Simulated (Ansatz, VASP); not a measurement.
# One calculation of CdS, two programs

File POSCAR:

```
CdS
1.0
    0.0000000000      2.6992314647      2.6992314647
    2.6992314647      0.0000000000      2.6992314647
    2.6992314647      2.6992314647      0.0000000000
Cd S
1 1
Direct
    0.0000000000      0.0000000000      0.0000000000
    0.5000000000      0.5000000000      0.5000000000
```

Contents of INCAR.step1:

```
PREC = Accurate
ENCUT = 520
ISMEAR = 0
SIGMA = 0.01
LREAL = False
LASPH = True
NELM = 60
NBANDS = 16
GGA = PE
ALGO = Normal
EDIFF = 1E-4
LWAVE = True
LCHARG = False
```

Contents of INCAR.step2:

```
PREC = Accurate
ENCUT = 520
EDIFF = 1E-6
ISMEAR = 0
SIGMA = 0.01
LREAL = False
LASPH = True
NELM = 60
ALGO = Normal
ISIF = 2
LWAVE = False
LCHARG = False
METAGGA = R2SCAN
LMIXTAU = True
NBANDS = 16
ISTART = 1
```

KPOINTS

```
regular mesh
0
Gamma
  6 6 6
```

Input for Ansatz:

```yaml
crystal:
  lattice:
    - [0.0, 2.6992314647, 2.6992314647]
    - [2.6992314647, 0.0, 2.6992314647]
    - [2.6992314647, 2.6992314647, 0.0]
  atoms:
    - { symbol: Cd, position: [0.0, 0.0, 0.0] }
    - { symbol: S, position: [0.5, 0.5, 0.5] }
kpoints:
  mp_grid: { grid: [6, 6, 6] }
hamiltonian:
  xc: r2scan
scf:
  occupations: { method: fixed }
  n_extra_bands: 4
output:
  forces: true
  stress: true
  eigenvalues: true
```

Alike in both runs: task single point; functional r2SCAN; k mesh 6 × 6 × 6; no spin polarisation.

|  | VASP | Ansatz |
| --- | --- | --- |
| version | VASP 6.6.1 | Ansatz 0.2.0 |
| potentials or method | VASP PAW PBE potentials, release 64 (Cd, S) | plane waves, PAW |
| plane-wave cutoff (eV) | 520 | 500 |
| occupations | gaussian, width 0.01 eV | fixed |
| valence electrons in the cell | 18 | 26 |

VASP gave:

- gap on the k mesh at the Fermi level (eV): 0.73
- pressure (GPa): 3.3

Problem. Estimate Ansatz's values.

Solution. gap on the k mesh at the Fermi level (eV): 0.75; pressure (GPa): 2.7.

VASP's potentials were made for PBE, not for r2SCAN. VASP's potentials hold 18 valence electrons a cell and Ansatz's 26, so a difference there can come from the potentials and not from the codes.
